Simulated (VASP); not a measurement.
# WS (F-43m) in VASP: further runs

The runs below take WS through single point, with PBEsol, r2SCAN.

Everything below comes from runs of VASP 6.6.1. Logs are shortened: lines on timing, memory, paths and dates and some standing lists are left out, and cuts for length are marked.

**1. The cell of the first run**

It takes space group F-43m (No. 216, cubic). The conventional cell has a = 5.280 Å, b = 5.280 Å, c = 5.280 Å, α = 90.00°, β = 90.00°, γ = 90.00°. W (site symmetry -43m) has 4 S at 2.29 Å within 3.0 Å. S (site symmetry -43m) has 4 W at 2.29 Å within 3.0 Å.

**2. Single point, PBEsol**

File INCAR:

```
SYSTEM = WS
PREC     = Accurate       ! precision mode
ENCUT    = 520            ! plane-wave cutoff, eV
EDIFF    = 1E-6           ! SCF threshold, eV
ISMEAR   = 0              ! smearing method
SIGMA    = 0.1            ! smearing width, eV
LREAL    = .False.        ! projectors in reciprocal space
LASPH    = .True.         ! aspherical terms in the spheres
NELM     = 60             ! most SCF steps
ALGO     = Normal         ! electronic algorithm
ISIF     = 2              ! what is computed and relaxed
LWAVE    = .False.        ! write WAVECAR
LCHARG   = .True.         ! write CHGCAR
GGA      = PS             ! functional
LELF     = .True.         ! ELF
LVHAR    = .True.       
NBANDS   = 17             ! bands
```

File KPOINTS:

```
regular mesh
0
Gamma
  14 14 14
  0 0 0
```

File POSCAR:

```
WS
1.0
    0.0000000000      2.6398533320      2.6398533320
    2.6398533320      0.0000000000      2.6398533320
    2.6398533320      2.6398533320      0.0000000000
W S
1 1
Direct
    0.0000000000      0.0000000000      0.0000000000
    0.2500000000      0.2500000000      0.2500000000
```

Potentials or basis: VASP PAW PBE potentials, release 64 (W_sv, S).

Run with:

```bash
> cat potpaw_PBE.64/W_sv/POTCAR potpaw_PBE.64/S/POTCAR > POTCAR
> mpirun -np 1 vasp_std > vasp.out
```

OUTCAR:

```text
SYSTEM = WS
   PREC = Accurate
   ENCUT = 520
   EDIFF = 1E-6
   ISMEAR = 0
   LREAL = .False.
   LASPH = .True.
   NELM = 60
   ISIF = 2
   GGA = PS

 ion  position               nearest neighbor table
   1  0.000  0.000  0.000-   2 2.29   2 2.29   2 2.29   2 2.29
   2  0.250  0.250  0.250-   1 2.29   1 2.29   1 2.29   1 2.29

  LATTYP: Found a face centered cubic cell.
 ALAT       =     5.2797066640

  Lattice vectors:

 A1 = (   0.0000000000,   2.6398533320,   2.6398533320)
 A2 = (   2.6398533320,   0.0000000000,   2.6398533320)
 A3 = (   2.6398533320,   2.6398533320,   0.0000000000)

Analysis of symmetry for initial positions (statically):
=====================================================================
 Subroutine PRICEL returns:
 Original cell was already a primitive cell.

 Routine SETGRP: Setting up the symmetry group for a
 face centered cubic supercell.

 Subroutine GETGRP returns: Found 24 space group operations
 (whereof 24 operations were pure point group operations)
 out of a pool of 48 trial point group operations.

The static configuration has the point symmetry T_d .

Analysis of symmetry for dynamics (positions and initial velocities):
=====================================================================
 Subroutine PRICEL returns:
 Original cell was already a primitive cell.

 Routine SETGRP: Setting up the symmetry group for a
 face centered cubic supercell.

 Subroutine GETGRP returns: Found 24 space group operations
 (whereof 24 operations were pure point group operations)
 out of a pool of 48 trial point group operations.

The dynamic configuration has the point symmetry T_d .

 Subroutine INISYM returns: Found 24 space group operations
 (whereof 24 operations are pure point group operations),
 and found     1 'primitive' translations

----------------------------------------------------------------------------------------

                                     Primitive cell

  volume of cell :      36.7934

  direct lattice vectors                    reciprocal lattice vectors
     0.000000000  2.639853332  2.639853332    -0.189404462  0.189404462  0.189404462
     2.639853332  0.000000000  2.639853332     0.189404462 -0.189404462  0.189404462
     2.639853332  2.639853332  0.000000000     0.189404462  0.189404462 -0.189404462

  length of vectors
     3.733316385  3.733316385  3.733316385     0.328058151  0.328058151  0.328058151

  position of ions in fractional coordinates (direct lattice)
     0.000000000  0.000000000  0.000000000
     0.250000000  0.250000000  0.250000000

  ion indices of the primitive-cell ions
   primitive index   ion index
                 1           1
                 2           2

----------------------------------------------------------------------------------------

 KPOINTS: regular mesh

Automatic generation of k-mesh.
 Grid dimensions read from file:
 generate k-points for:   14   14   14

 Generating k-lattice:

  Cartesian coordinates                     Fractional coordinates (reciprocal lattice)
    -0.013528890  0.013528890  0.013528890     0.071428571  0.000000000  0.000000000
     0.013528890 -0.013528890  0.013528890     0.000000000  0.071428571  0.000000000
     0.013528890  0.013528890 -0.013528890     0.000000000  0.000000000  0.071428571

  Length of vectors
     0.023432725  0.023432725  0.023432725

  Shift w.r.t. Gamma in fractional coordinates (k-lattice)
     0.000000000  0.000000000  0.000000000

 Subroutine IBZKPT returns following result:
 ===========================================

 Found    104 irreducible k-points:

 Following reciprocal coordinates:
            Coordinates               Weight
  0.000000  0.000000  0.000000      1.000000
  0.071429  0.000000  0.000000      8.000000
  0.142857  0.000000  0.000000      8.000000
  0.214286  0.000000  0.000000      8.000000
  0.285714  0.000000  0.000000      8.000000
  0.357143  0.000000  0.000000      8.000000
[... 16 lines left out ...]
  0.214286  0.142857  0.000000     24.000000
  0.285714  0.142857  0.000000     24.000000
 [... further k-points ...]
   k-points           NKPTS =    104   k-points in BZ     NKDIM =    104   number of bands    NBANDS=     17
   number of dos      NEDOS =    301   number of ions     NIONS =      2
   total plane-waves  NPLWV =  21952
   dimension x,y,z NGX =    28 NGY =   28 NGZ =   28
   dimension x,y,z NGXF=    56 NGYF=   56 NGZF=   56
   ions per type =               1   1
   NGX,Y,Z   is equivalent  to a cutoff of  12.47, 12.47, 12.47 a.u.
   NGXF,Y,Z  is equivalent  to a cutoff of  24.94, 24.94, 24.94 a.u.
 SYSTEM =  WS
   PREC   = accura    normal or accurate (medium, high low for compatibility)
   ISTART =      0    job   : 0-new  1-cont  2-samecut
   ICHARG =      2    charge: 1-file 2-atom 10-const
   ISPIN  =      1    spin polarized calculation?
   LNONCOLLINEAR =      F non collinear calculations
   LSORBIT =      F    spin-orbit coupling
   LASPH  =      T    aspherical Exc in radial PAW
   ENCUT  =  520.0 eV  38.22 Ry    6.18 a.u.   6.94  6.94  6.94*2*pi/ulx,y,z
   NELM   =     60;   NELMIN=  2; NELMDL= -5     # of ELM steps
   EDIFF  = 0.1E-05   stopping-criterion for ELM
   LREAL  =      F    real-space projection
   EDIFFG = 0.1E-04   stopping-criterion for IOM
   NSW    =      0    number of steps for IOM
   IBRION =     -1    ionic relax: 0-MD 1-quasi-New 2-CG
   NFREE  =      0    steps in history (QN), initial steepest desc. (CG)
   ISIF   =      2    stress and relaxation
   ISYM   =      2    0-nonsym 1-usesym 2-fastsym
   POTIM  = 0.5000    time-step for ionic-motion
   TEBEG  =    0.0;   TEEND  =   0.0 temperature during run
   PSTRESS=    0.0 pullay stress
   NELECT =      20.0000    total number of electrons
   NUPDOWN=      -1.0000    fix difference up-down
   EMIN   =  10.00;   EMAX   =-10.00  energy-range for DOS
   EFERMI =   0.00;   METHOD = LEGACY
   ISMEAR =     0;   SIGMA  =   0.10  broadening in eV -4-tet -1-fermi 0-gaus
   EFERMI_NEDOS =   21; number of points for ismear=-14 and -15
   IALGO  =     38    algorithm
   IMIX   =      4    mixing-type and parameters
     AMIX     =   0.40;   BMIX     =  1.00
     AMIX_MAG =   1.60;   BMIX_MAG =  1.00
  volume/ion in A,a.u.               =      18.40       124.15
  Fermi-wavevector in a.u.,A,eV,Ry     =   1.336067  2.524801 24.287435  1.785076
  Thomas-Fermi vector in A             =   2.464723
   LORBIT       =      0    0 simple, 1 ext, 2 COOP (PROOUT), +10 PAW based schemes
   GGA     = PS    functional components
   LHFCALC =     F    Hartree Fock is set to
   AEXX    =    0.0000 exact exchange contribution
   IVDW    =     0    specifies the selected vdW correction
   LEPSILON=     F    determine dielectric tensor
   LRPA    =     F    only Hartree local field effects (RPA)
 non-spin polarized calculation
 Gauss-broadening in eV      SIGMA  =   0.10
  energy-cutoff  :      520.00
  volume of cell :       36.79
 maximum number of plane-waves:      1010
   NGX = 13   NGY = 13   NGZ = 13

 number of electron      20.0000000 magnetization

 Free energy of the ion-electron system (eV)
  ---------------------------------------------------
  ext. energy  EPLUGINS =         0.00000000
  ---------------------------------------------------
  free energy    TOTEN  =       -17.31026624 eV

  energy without entropy =      -17.29994142  energy(sigma->0) =      -17.30510383

 E-fermi :   8.0269     XC(G=0): -11.3905

 val. band max:        8.0074685633   @ k =  -0.4286   0.0714   0.0000
 cond. band min:       8.0276637867   @ k =   0.4286   0.0000   0.0000
 fundamental gap:      0.0201952234
 Fermi energy:         8.0268668653

 k-point     1 :       0.0000    0.0000    0.0000
  band No.  band energies     occupation
      1     -65.9296      2.00000
      2     -30.2332      2.00000
      3     -30.2332      2.00000
      4     -30.2332      2.00000
      5      -7.8486      2.00000
      6       1.7943      2.00000
[... 9 lines left out ...]
     16      16.2444      0.00000
     17      16.2444      0.00000

 k-point     2 :       0.0714    0.0000    0.0000
  band No.  band energies     occupation
      1     -65.9295      2.00000
      2     -30.2382      2.00000
      3     -30.2339      2.00000
      4     -30.2339      2.00000
      5      -7.7985      2.00000
      6       1.7104      2.00000
[... 9 lines left out ...]
     16      16.2029      0.00000
     17      16.2029      0.00000

 k-point     3 :       0.1429    0.0000    0.0000
  band No.  band energies     occupation
      1     -65.9291      2.00000
      2     -30.2524      2.00000
      3     -30.2360      2.00000
      4     -30.2360      2.00000
      5      -7.6565      2.00000
      6       1.5063      2.00000
[... 9 lines left out ...]
     16      16.1817      0.00000
     17      16.1817      0.00000

 k-point     4 :       0.2143    0.0000    0.0000
  band No.  band energies     occupation
      1     -65.9286      2.00000
      2     -30.2727      2.00000
      3     -30.2389      2.00000
      4     -30.2389      2.00000
      5      -7.4478      2.00000
      6       1.2801      2.00000
[... 9 lines left out ...]
     16      16.4069      0.00000
     17      16.4069      0.00000
[... 343 lines left out ...]
      1     -65.9290      2.00000
      2     -30.2526      2.00000
      3     -30.2400      2.00000
      4     -30.2400      2.00000
      5      -7.5918      2.00000
      6       1.3459      2.00000
[... 9 lines left out ...]
     16      16.2573      0.00000
     17      16.2573      0.00000

 k-point    23 :       0.2143    0.1429    0.0000
  band No.  band energies     occupation
      1     -65.9286      2.00000
      2     -30.2659      2.00000
      3     -30.2434      2.00000
      4     -30.2428      2.00000
      5      -7.4350      2.00000
      6       1.1612      2.00000
[... 9 lines left out ...]
     16      16.2022      0.00000
     17      16.4604      0.00000

 k-point    24 :       0.2857    0.1429    0.0000
  band No.  band energies     occupation
      1     -65.9281      2.00000
      2     -30.2843      2.00000
      3     -30.2470      2.00000
      4     -30.2463      2.00000
      5      -7.2283      2.00000
      6       1.0175      2.00000
[... 9 lines left out ...]
     16      16.1303      0.00000
     17      16.8430      0.00000

 [... further k-points ...]
[... 5 lines left out ...]
  --------------------------------------------------------------------------------------
  -------------------------------------------------------------------------------------
  Total        0.0987209      0.0987209      0.0987209      0.0000000      0.0000000      0.0000000
  in kB        4.2988319      4.2988319      4.2988319      0.0000000      0.0000000      0.0000000
  external PRESSURE =       4.2988319 kB  Pullay stress =       0.0000000 kB

 VOLUME and BASIS-vectors are now :
 -----------------------------------------------------------------------------
  energy-cutoff  :      520.00
  volume of cell :       36.79
      direct lattice vectors                 reciprocal lattice vectors
     0.000000000  2.639853332  2.639853332    -0.189404462  0.189404462  0.189404462
     2.639853332  0.000000000  2.639853332     0.189404462 -0.189404462  0.189404462
     2.639853332  2.639853332  0.000000000     0.189404462  0.189404462 -0.189404462

 POSITION                                       TOTAL-FORCE (eV/Angst)
 -----------------------------------------------------------------------------------
      0.00000      0.00000      0.00000         0.000000      0.000000      0.000000
      1.31993      1.31993      1.31993        -0.000000     -0.000000     -0.000000
 -----------------------------------------------------------------------------------
    total drift:                               -0.000000     -0.000000     -0.000000

  FREE ENERGIE OF THE ION-ELECTRON SYSTEM (eV)
  ---------------------------------------------------
  free  energy   TOTEN  =       -17.3102662378 eV

  energy  without entropy=      -17.2999414190  energy(sigma->0) =      -17.30510383
```

It took 20 s on 1 thread of Intel Xeon 6975P-C (Granite Rapids), shared host; peak memory 0.2 GiB.

Results:

```
Free energy            : -17.3103 eV
Pressure               : 0.4 GPa
Band gap on the k mesh : zero (bands 10 and 11 overlap by 0.61 eV)
```

Levels at points of the mesh, in eV from the Fermi level:
```tsv
k point	band 6	band 7	band 8	band 9	band 10	band 11	band 12	band 13	band 14	band 15
(0.00, 0.00, 0.00)	-6.23	-6.23	-6.23	-0.74	-0.74	0.72	4.90	4.90	4.90	8.22
(0.50, 0.00, 0.00)	-7.00	-5.74	-5.74	-0.25	-0.16	-0.16	2.48	2.48	3.44	8.83
(0.50, 0.50, 0.00)	-7.73	-4.78	-4.78	-2.30	-0.52	0.77	1.03	1.03	8.10	8.61
```

Caveat: the PAW data sets were made with another functional, which shifts forces and pressure a little; spin-orbit coupling is left out, which moves the levels of the heavy elements.

**3. Single point, r2SCAN**

POSCAR is that of step 2.

File INCAR.step1:

```
PREC = Accurate
ENCUT = 520
ISMEAR = 0
SIGMA = 0.1
LREAL = False
LASPH = True
NELM = 80
NBANDS = 17
GGA = PE
ALGO = Normal
EDIFF = 1E-4
LWAVE = True
LCHARG = False
```

File INCAR.step2:

```
PREC = Accurate
ENCUT = 520
EDIFF = 1E-6
ISMEAR = 0
SIGMA = 0.1
LREAL = False
LASPH = True
NELM = 80
ALGO = Normal
ISIF = 2
LWAVE = False
LCHARG = False
METAGGA = R2SCAN
LMIXTAU = True
NBANDS = 17
ISTART = 1
```

File KPOINTS:

```
Automatic mesh
0
Gamma
  14 14 14
```

Potentials or basis: VASP PAW PBE potentials, release 64 (W_sv, S).

Run with:

```bash
> cat potpaw_PBE.64/W_sv/POTCAR potpaw_PBE.64/S/POTCAR > POTCAR
> cp INCAR.step1 INCAR
> mpirun -np 1 vasp_std > vasp.out
> cp INCAR.step2 INCAR
> mpirun -np 1 vasp_std > vasp.out
```

It took 97 s on 1 thread of Intel Xeon 6975P-C (Granite Rapids), shared host; peak memory 0.2 GiB.

Results (log left out):

| Quantity | Value |
| --- | --- |
| Free energy | -58.4663 eV |
| Pressure | 2.6 GPa |
| Band gap on the k mesh | zero (bands 10 and 11 overlap by 0.58 eV) |

Levels at points of the mesh, in eV from the Fermi level:
| k point | band 6 | band 7 | band 8 | band 9 | band 10 | band 11 | band 12 | band 13 | band 14 | band 15 |
| --- | --- | --- | --- | --- | --- | --- | --- | --- | --- | --- |
| (0.00, 0.00, 0.00) | -6.64 | -6.64 | -6.64 | -0.83 | -0.83 | 1.11 | 5.15 | 5.15 | 5.15 | 8.63 |
| (0.50, 0.00, 0.00) | -7.36 | -6.14 | -6.14 | -0.19 | -0.19 | -0.15 | 2.62 | 2.62 | 3.86 | 9.39 |
| (0.50, 0.50, 0.00) | -8.12 | -5.16 | -5.16 | -2.27 | -0.50 | 0.77 | 1.14 | 1.14 | 8.46 | 9.03 |

Caveat: the PAW data sets were made with another functional, which shifts forces and pressure a little; spin-orbit coupling is left out, which moves the levels of the heavy elements.

The gap in the log of VASP goes by the Fermi energy; the results here count the filled bands.